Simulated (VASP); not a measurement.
# Ba (P6_3/mmc) in VASP: further runs

The runs below take Ba through single point, with LDA.

Program: VASP 6.6.1. These are calculated values, not measurements. Logs are shortened: lines on timing, memory, paths and dates and some standing lists are left out, and cuts for length are marked.

### 1 The cell of the first run

The structure is hexagonal, space group P6_3/mmc (No. 194). The conventional cell has a = 4.233 Å, b = 4.233 Å, c = 6.862 Å, α = 90.00°, β = 90.00°, γ = 120.00°. Within 5.5 Å of Ba (site symmetry -6m2) lie 12 Ba at 4.21 to 4.23 Å.

This isn't the form of Ba at room conditions, which is bcc.

### 2 Single point, LDA

File INCAR:

```
PREC     = Accurate       # precision mode
ENCUT    = 500            # plane-wave cutoff, eV
EDIFF    = 1E-6           # SCF threshold, eV
ISMEAR   = -1             # smearing method
SIGMA    = 0.1            # smearing width, eV
LREAL    = F              # projectors in reciprocal space
LASPH    = T              # aspherical terms in the spheres
NELM     = 120            # most SCF steps
ALGO     = Normal         # electronic algorithm
ISIF     = 2              # what is computed and relaxed
LWAVE    = F              # write WAVECAR
LCHARG   = F              # write CHGCAR
NBANDS   = 17             # bands
GGA_COMPAT= F
```

File KPOINTS:

```
regular mesh
0
Gamma
  8 8 5
```

File POSCAR:

```
Ba
1.0
    4.2332088451      0.0000000000      0.0000000000
   -2.1166044225      3.6660663993      0.0000000000
    0.0000000000      0.0000000000      6.8623955318
Ba
2
Direct
    0.3333333333      0.6666666667      0.2500000000
    0.6666666667      0.3333333333      0.7500000000
```

Potentials or basis: VASP PAW LDA potentials, release 64 (Ba_sv).

Started as:

```console
> cat potpaw_LDA.64/Ba_sv/POTCAR > POTCAR
> mpirun -np 1 vasp_std > vasp.out
```

OUTCAR:

```text
PREC = Accurate
   ENCUT = 500
   EDIFF = 1E-6
   ISMEAR = -1
   LREAL = F
   LASPH = T
   NELM = 120
   ISIF = 2

 ion  position               nearest neighbor table
   1  0.333  0.667  0.250-   2 4.21   2 4.21   2 4.21   2 4.21   2 4.21   2 4.21
   2  0.667  0.333  0.750-   1 4.21   1 4.21   1 4.21   1 4.21   1 4.21   1 4.21

  LATTYP: Found a hexagonal cell.
 ALAT       =     4.2332088451
 C/A-ratio  =     1.6210859853

  Lattice vectors:

 A1 = (   4.2332088451,   0.0000000000,   0.0000000000)
 A2 = (  -2.1166044225,   3.6660663993,   0.0000000000)
 A3 = (   0.0000000000,   0.0000000000,   6.8623955318)

Analysis of symmetry for initial positions (statically):
=====================================================================
 Subroutine PRICEL returns:
 Original cell was already a primitive cell.

 Routine SETGRP: Setting up the symmetry group for a
 hexagonal supercell.

 Subroutine GETGRP returns: Found 24 space group operations
 (whereof 12 operations were pure point group operations)
 out of a pool of 24 trial point group operations.

The static configuration has the point symmetry D_3d.
 The point group associated with its full space group is D_6h.

Analysis of symmetry for dynamics (positions and initial velocities):
=====================================================================
 Subroutine PRICEL returns:
 Original cell was already a primitive cell.

 Routine SETGRP: Setting up the symmetry group for a
 hexagonal supercell.

 Subroutine GETGRP returns: Found 24 space group operations
 (whereof 12 operations were pure point group operations)
 out of a pool of 24 trial point group operations.

The dynamic configuration has the point symmetry D_3d.
 The point group associated with its full space group is D_6h.

 Subroutine INISYM returns: Found 24 space group operations
 (whereof 12 operations are pure point group operations),
 and found     1 'primitive' translations

----------------------------------------------------------------------------------------

                                     Primitive cell

  volume of cell :     106.4991

  direct lattice vectors                    reciprocal lattice vectors
     4.233208845  0.000000000  0.000000000     0.236227419  0.136385964  0.000000000
    -2.116604423  3.666066399  0.000000000     0.000000000  0.272771928  0.000000000
     0.000000000  0.000000000  6.862395532     0.000000000  0.000000000  0.145721708

  length of vectors
     4.233208845  4.233208845  6.862395532     0.272771928  0.272771928  0.145721708

  position of ions in fractional coordinates (direct lattice)
     0.333333333  0.666666667  0.250000000
     0.666666667  0.333333333  0.750000000

  ion indices of the primitive-cell ions
   primitive index   ion index
                 1           1
                 2           2

----------------------------------------------------------------------------------------

 KPOINTS: regular mesh

Automatic generation of k-mesh.
 Grid dimensions read from file:
 generate k-points for:    8    8    5

 Generating k-lattice:

  Cartesian coordinates                     Fractional coordinates (reciprocal lattice)
     0.029528427  0.017048246  0.000000000     0.125000000  0.000000000  0.000000000
     0.000000000  0.034096491  0.000000000     0.000000000  0.125000000  0.000000000
     0.000000000  0.000000000  0.029144342     0.000000000  0.000000000  0.200000000

  Length of vectors
     0.034096491  0.034096491  0.029144342

  Shift w.r.t. Gamma in fractional coordinates (k-lattice)
     0.000000000  0.000000000  0.000000000

 Subroutine IBZKPT returns following result:
 ===========================================

 Found     30 irreducible k-points:

 Following reciprocal coordinates:
            Coordinates               Weight
  0.000000  0.000000  0.000000      1.000000
  0.125000  0.000000  0.000000      6.000000
  0.250000  0.000000  0.000000      6.000000
  0.375000  0.000000  0.000000      6.000000
  0.500000  0.000000  0.000000      3.000000
  0.125000  0.125000  0.000000      6.000000
[... 16 lines left out ...]
  0.250000  0.000000  0.400000     12.000000
  0.375000  0.000000  0.400000     12.000000
 [... further k-points ...]
   k-points           NKPTS =     30   k-points in BZ     NKDIM =     30   number of bands    NBANDS=     17
   number of dos      NEDOS =    301   number of ions     NIONS =      2
   total plane-waves  NPLWV =  51200
   dimension x,y,z NGX =    32 NGY =   32 NGZ =   50
   dimension x,y,z NGXF=    64 NGYF=   64 NGZF=  100
   ions per type =               2
   NGX,Y,Z   is equivalent  to a cutoff of  12.57, 12.57, 12.11 a.u.
   NGXF,Y,Z  is equivalent  to a cutoff of  25.13, 25.13, 24.23 a.u.
 SYSTEM =  unknown system
   PREC   = accura    normal or accurate (medium, high low for compatibility)
   ISTART =      0    job   : 0-new  1-cont  2-samecut
   ICHARG =      2    charge: 1-file 2-atom 10-const
   ISPIN  =      1    spin polarized calculation?
   LNONCOLLINEAR =      F non collinear calculations
   LSORBIT =      F    spin-orbit coupling
   LASPH  =      T    aspherical Exc in radial PAW
   ENCUT  =  500.0 eV  36.75 Ry    6.06 a.u.   7.72  7.72 12.51*2*pi/ulx,y,z
   NELM   =    120;   NELMIN=  2; NELMDL= -5     # of ELM steps
   EDIFF  = 0.1E-05   stopping-criterion for ELM
   LREAL  =      F    real-space projection
   EDIFFG = 0.1E-04   stopping-criterion for IOM
   NSW    =      0    number of steps for IOM
   IBRION =     -1    ionic relax: 0-MD 1-quasi-New 2-CG
   NFREE  =      0    steps in history (QN), initial steepest desc. (CG)
   ISIF   =      2    stress and relaxation
   ISYM   =      2    0-nonsym 1-usesym 2-fastsym
   POTIM  = 0.5000    time-step for ionic-motion
   TEBEG  =    0.0;   TEEND  =   0.0 temperature during run
   PSTRESS=    0.0 pullay stress
   NELECT =      20.0000    total number of electrons
   NUPDOWN=      -1.0000    fix difference up-down
   EMIN   =  10.00;   EMAX   =-10.00  energy-range for DOS
   EFERMI =   0.00;   METHOD = LEGACY
   ISMEAR =    -1;   SIGMA  =   0.10  broadening in eV -4-tet -1-fermi 0-gaus
   EFERMI_NEDOS =   21; number of points for ismear=-14 and -15
   IALGO  =     38    algorithm
   IMIX   =      4    mixing-type and parameters
     AMIX     =   0.40;   BMIX     =  1.00
     AMIX_MAG =   1.60;   BMIX_MAG =  1.00
  volume/ion in A,a.u.               =      53.25       359.35
  Fermi-wavevector in a.u.,A,eV,Ry     =   0.937496  1.771611 11.958152  0.878899
  Thomas-Fermi vector in A             =   2.064613
   LORBIT       =      0    0 simple, 1 ext, 2 COOP (PROOUT), +10 PAW based schemes
   GGA     = CA    functional components
   LHFCALC =     F    Hartree Fock is set to
   AEXX    =    0.0000 exact exchange contribution
   IVDW    =     0    specifies the selected vdW correction
   LEPSILON=     F    determine dielectric tensor
   LRPA    =     F    only Hartree local field effects (RPA)
 non-spin polarized calculation
  energy-cutoff  :      500.00
  volume of cell :      106.50
 maximum number of plane-waves:      2731
 NGX is ok and might be reduce to    32
   NGX = 15   NGY = 15   NGZ = 25

 number of electron      20.0000002 magnetization

 Free energy of the ion-electron system (eV)
  ---------------------------------------------------
  ext. energy  EPLUGINS =         0.00000000
  ---------------------------------------------------
  free energy    TOTEN  =        -4.53824855 eV

  energy without entropy =       -4.44475437  energy(sigma->0) =       -4.49150146

 E-fermi :   2.0434     XC(G=0):  -8.1784

 val. band max:        2.0010879401   @ k =   0.2500   0.1250   0.0000
 cond. band min:       2.0648072024   @ k =   0.3750   0.2500   0.0000
 fundamental gap:      0.0637192623
 Fermi energy:         2.0433780396

 k-point     1 :       0.0000    0.0000    0.0000
  band No.  band energies     occupation
      1     -26.5197      2.00000
      2     -26.4325      2.00000
      3     -12.1539      2.00000
      4     -11.4630      2.00000
      5     -11.4630      2.00000
      6     -11.3568      2.00000
[... 9 lines left out ...]
     16       4.4299      0.00000
     17       4.9990      0.00000

 k-point     2 :       0.1250    0.0000    0.0000
  band No.  band energies     occupation
      1     -26.5089      2.00000
      2     -26.4275      2.00000
      3     -12.1156      2.00000
      4     -11.5553      2.00000
      5     -11.4915      2.00000
      6     -11.4523      2.00000
[... 9 lines left out ...]
     16       4.6010      0.00000
     17       4.7111      0.00000

 k-point     3 :       0.2500    0.0000    0.0000
  band No.  band energies     occupation
      1     -26.4816      2.00000
      2     -26.4164      2.00000
      3     -12.0124      2.00000
      4     -11.7743      2.00000
      5     -11.6659      2.00000
      6     -11.5560      2.00000
[... 9 lines left out ...]
     16       5.0418      0.00000
     17       5.0428      0.00000

 k-point     4 :       0.3750    0.0000    0.0000
  band No.  band energies     occupation
      1     -26.4510      2.00000
      2     -26.4083      2.00000
      3     -11.9865      2.00000
      4     -11.8795      2.00000
      5     -11.8613      2.00000
      6     -11.6163      2.00000
[... 9 lines left out ...]
     16       6.1422      0.00000
     17       6.3210      0.00000
[... 343 lines left out ...]
      1     -26.4810      2.00000
      2     -26.4559      2.00000
      3     -11.8917      2.00000
      4     -11.6819      2.00000
      5     -11.4979      2.00000
      6     -11.4499      2.00000
[... 9 lines left out ...]
     16       4.2172      0.00000
     17       5.8926      0.00000

 k-point    23 :       0.2500    0.0000    0.4000
  band No.  band energies     occupation
      1     -26.4592      2.00000
      2     -26.4391      2.00000
      3     -11.9315      2.00000
      4     -11.8296      2.00000
      5     -11.6101      2.00000
      6     -11.5042      2.00000
[... 9 lines left out ...]
     16       4.8026      0.00000
     17       5.9148      0.00000

 k-point    24 :       0.3750    0.0000    0.4000
  band No.  band energies     occupation
      1     -26.4363      2.00000
      2     -26.4231      2.00000
      3     -12.0581      2.00000
      4     -12.0065      2.00000
      5     -11.6201      2.00000
      6     -11.5565      2.00000
[... 9 lines left out ...]
     16       5.3058      0.00000
     17       6.2923      0.00000

 [... further k-points ...]

------------------------ aborting loop because EDIFF is reached ----------------------------------------

  FORCE on cell =-STRESS in cart. coord.  units (eV):
  Direction    XX          YY          ZZ          XY          YZ          ZX
  --------------------------------------------------------------------------------------
  -------------------------------------------------------------------------------------
  Total        0.0661314      0.0661314      0.0414847      0.0000000     -0.0000000      0.0000000
  in kB        0.9948838      0.9948838      0.6240985      0.0000000     -0.0000000      0.0000000
  external PRESSURE =       0.8712887 kB  Pullay stress =       0.0000000 kB

 VOLUME and BASIS-vectors are now :
 -----------------------------------------------------------------------------
  energy-cutoff  :      500.00
  volume of cell :      106.50
      direct lattice vectors                 reciprocal lattice vectors
     4.233208845  0.000000000  0.000000000     0.236227419  0.136385964  0.000000000
    -2.116604423  3.666066399  0.000000000     0.000000000  0.272771928  0.000000000
     0.000000000  0.000000000  6.862395532     0.000000000  0.000000000  0.145721708

 POSITION                                       TOTAL-FORCE (eV/Angst)
 -----------------------------------------------------------------------------------
     -0.00000      2.44404      1.71560        -0.000000      0.000000      0.000000
      2.11660      1.22202      5.14680         0.000000     -0.000000      0.000000
 -----------------------------------------------------------------------------------
    total drift:                               -0.000000      0.000000     -0.000000

  FREE ENERGIE OF THE ION-ELECTRON SYSTEM (eV)
  ---------------------------------------------------
  free  energy   TOTEN  =        -4.5382485471 eV

  energy  without entropy=       -4.4447543681  energy(sigma->0) =       -4.49150146
```

Wall time 33 s (1 thread of Intel Xeon 6975P-C (Granite Rapids), shared host); peak memory 0.19 GiB.

Results:

| Quantity | Value |
| --- | --- |
| Free energy | -4.5382 eV |
| Pressure | 0.1 GPa |
| Band gap on the k mesh | zero (bands 10 and 11 overlap by 0.52 eV) |

Levels at points of the mesh, in eV from the Fermi level:
| k point | band 6 | band 7 | band 8 | band 9 | band 10 | band 11 | band 12 | band 13 | band 14 | band 15 |
| --- | --- | --- | --- | --- | --- | --- | --- | --- | --- | --- |
| (0.00, 0.00, 0.00) | -13.40 | -13.40 | -13.39 | -2.83 | -1.06 | 1.75 | 1.87 | 1.87 | 1.90 | 2.39 |
| (0.50, 0.00, 0.00) | -13.68 | -13.59 | -13.50 | -0.70 | -0.62 | -0.31 | 1.02 | 1.68 | 1.70 | 2.22 |

Caveat: spin-orbit coupling is left out, which moves the levels of the heavy elements.

### 3 Single point, LDA (46.86 Å³/atom)

This run uses another cell than the first one, of 46.86 Å³/atom.

File INCAR:

```
PREC = Accurate ; ENCUT = 500
EDIFF = 1E-6 ; ISMEAR = -1
SIGMA = 0.1 ; LREAL = False
LASPH = True ; NELM = 120
ALGO = Normal ; ISIF = 2
LWAVE = False ; LCHARG = True
GGA = CA ; LELF = True
LVHAR = True ; NBANDS = 17
GGA_COMPAT = False
```

File KPOINTS:

```
Automatic mesh
0
Gamma
  10 10 5
```

File POSCAR:

```
Ba
1.0
    4.0566161839      0.0000000000      0.0000000000
   -2.0283080919      3.5131326686      0.0000000000
    0.0000000000      0.0000000000      6.5761236436
Ba
2
Direct
    0.3333333333      0.6666666667      0.2500000000
    0.6666666667      0.3333333333      0.7500000000
```

Potentials or basis: VASP PAW LDA potentials, release 64 (Ba_sv).

Started as:

```console
> cat potpaw_LDA.64/Ba_sv/POTCAR > POTCAR
> mpirun -np 1 vasp_std > vasp.out
```

Run time: 52 s. Hardware: 1 thread of Intel Xeon 6975P-C (Granite Rapids), shared host; peak memory 0.19 GiB.

Results (log left out):

```
Free energy            : -4.4732 eV
Pressure               : 1.6 GPa
Band gap on the k mesh : zero (bands 10 and 11 overlap by 0.70 eV)
```

Stress tensor (GPa, compression positive):
```
1.70 0.00 0.00
0.00 1.70 0.00
0.00 0.00 1.26
```

Levels at points of the mesh, in eV from the Fermi level:
```tsv
k point	band 8	band 9	band 10	band 11	band 12	band 13
(0.00, 0.00, 0.00)	-13.10	-2.82	-1.15	1.96	1.96	2.00
(0.50, 0.00, 0.00)	-13.26	-0.82	-0.68	-0.45	1.43	1.77
```

Caveat: spin-orbit coupling is left out, which moves the levels of the heavy elements.

### 4 Single point, LDA (48.99 Å³/atom)

This run uses another cell than the first one, of 48.99 Å³/atom.

File INCAR:

```
PREC     = Accurate       # precision mode
ENCUT    = 500            # plane-wave cutoff, eV
EDIFF    = 1E-6           # SCF threshold, eV
ISMEAR   = -1             # smearing method
SIGMA    = 0.1            # smearing width, eV
LREAL    = F              # projectors in reciprocal space
LASPH    = T              # aspherical terms in the spheres
NELM     = 120            # most SCF steps
ALGO     = Normal         # electronic algorithm
ISIF     = 2              # what is computed and relaxed
LWAVE    = F              # write WAVECAR
LCHARG   = T              # write CHGCAR
GGA      = CA             # functional
LELF     = T              # ELF
LVHAR    = T            
NBANDS   = 17             # bands
GGA_COMPAT= F
```

KPOINTS is that of step 3.

File POSCAR:

```
Ba
1.0
    4.1171716217      0.0000000000      0.0000000000
   -2.0585858109      3.5655752162      0.0000000000
    0.0000000000      0.0000000000      6.6742892153
Ba
2
Direct
    0.3333333333      0.6666666667      0.2500000000
    0.6666666667      0.3333333333      0.7500000000
```

Started as:

```console
> cat potpaw_LDA.64/Ba_sv/POTCAR > POTCAR
> mpirun -np 1 vasp_std > vasp.out
```

It took 47 s on 1 thread of Intel Xeon 6975P-C (Granite Rapids), shared host; peak memory 0.19 GiB.

It converged, with:

* Free energy: -4.5070 eV
* Pressure: 1.0 GPa
* Band gap on the k mesh: zero (bands 10 and 11 overlap by 0.59 eV)

Stress tensor (GPa, compression positive):
```
1.06 0.00 0.00
0.00 1.06 0.00
0.00 0.00 0.78
```

Levels at points of the mesh, in eV from the Fermi level:
```csv
k point,band 8,band 9,band 10,band 11,band 12,band 13
"(0.00, 0.00, 0.00)",-13.20,-2.83,-1.12,1.93,1.93,1.97
"(0.50, 0.00, 0.00)",-13.34,-0.75,-0.68,-0.40,1.28,1.75
```

Caveat: spin-orbit coupling is left out, which moves the levels of the heavy elements.

(Continued in part 2 of 2.)
